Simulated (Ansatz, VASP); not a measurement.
# One calculation of Zn, two programs

```
Zn
1.0
     2.16279    0.00000    0.00000
     0.00000    2.16279    0.00000
     0.00000    0.00000    2.16279
Zn
1
Direct
  0.00000 0.00000 0.00000
```

Change from the starting cell: volume scaled by 0.6, LAPW.

Alike in both runs: task single point; functional PBEsol; k mesh 17 × 17 × 17; occupations fermi-dirac, width 0.05 eV; no spin polarisation.

|  | VASP | Ansatz |
| --- | --- | --- |
| version | VASP 6.6.1 | Ansatz 0.2.0 |
| potentials or method | VASP PAW PBE potentials, release 64 (Zn), cutoff 520 eV | all-electron LAPW, scalar-relativistic |

```tsv
	VASP	Ansatz	Ansatz less VASP
pressure (GPa)	113.8	111.5	-2.33
```

VASP's potentials were made for PBE, not for PBEsol. Both programs put the cell under a high pressure, so it lies far from rest at this level. Ansatz ran all-electron here, and VASP with PAW potentials.

Noted on VASP's run: the cell as given lies far from equilibrium.
